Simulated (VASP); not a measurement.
Write the native input for VASP 6.6.1 that does the following.

```
Task                   : single point
Functional             : PBEsol
Potentials or basis    : VASP PAW PBE potentials, release 64 (Mg, O)
Cutoff                 : 520 eV
k mesh                 : 9 × 9 × 6
Occupations            : gaussian, width 0.05 eV
Spin                   : no spin polarisation
Dipole correction      : no
Further INCAR settings : ALGO = Normal; EDIFF = 1e-06; NBANDS = 16
```

The structure of MgO lies in POSCAR:

```
MgO
1.0
    3.5530000000      0.0000000000      0.0000000000
   -1.7765000000      3.0769882596      0.0000000000
    0.0000000000      0.0000000000      4.2646000000
Mg O
2 2
Direct
    0.6666666667      0.3333333333      0.7500000000
    0.3333333333      0.6666666667      0.2500000000
    0.6666666667      0.3333333333      0.2500000000
    0.3333333333      0.6666666667      0.7500000000
```

One way to write it, as run:

INCAR

```
SYSTEM = MgO
PREC     = Accurate       ! precision mode
ENCUT    = 520            ! plane-wave cutoff, eV
EDIFF    = 1E-6           ! SCF threshold, eV
ISMEAR   = 0              ! smearing method
SIGMA    = 0.05           ! smearing width, eV
LREAL    = .False.        ! projectors in reciprocal space
LASPH    = .True.         ! aspherical terms in the spheres
NELM     = 60             ! most SCF steps
ALGO     = Normal         ! electronic algorithm
ISIF     = 2              ! what is computed and relaxed
LWAVE    = .False.        ! write WAVECAR
LCHARG   = .True.         ! write CHGCAR
GGA      = PS             ! functional
LELF     = .True.         ! ELF
LVHAR    = .True.       
NBANDS   = 16             ! bands
```

KPOINTS

```
regular mesh
0
Gamma
  9 9 6
  0 0 0
```

Potentials or basis: VASP PAW PBE potentials, release 64 (Mg, O).

Command:

```console
$ cat potpaw_PBE.64/Mg/POTCAR potpaw_PBE.64/O/POTCAR > POTCAR
$ mpirun -np 1 vasp_std > vasp.out
```

Results of the run:

```json
{
  "Pressure": "-6.3 GPa",
  "Band gap on the k mesh": "3.02 eV, direct"
}
```

Caveat: the PAW data sets were made with another functional, which shifts forces and pressure a little.

It took 34 s on 1 thread of Intel(R) Xeon(R) Platinum 8488C (Sapphire Rapids), on a shared host, peak memory 0.17 GiB.
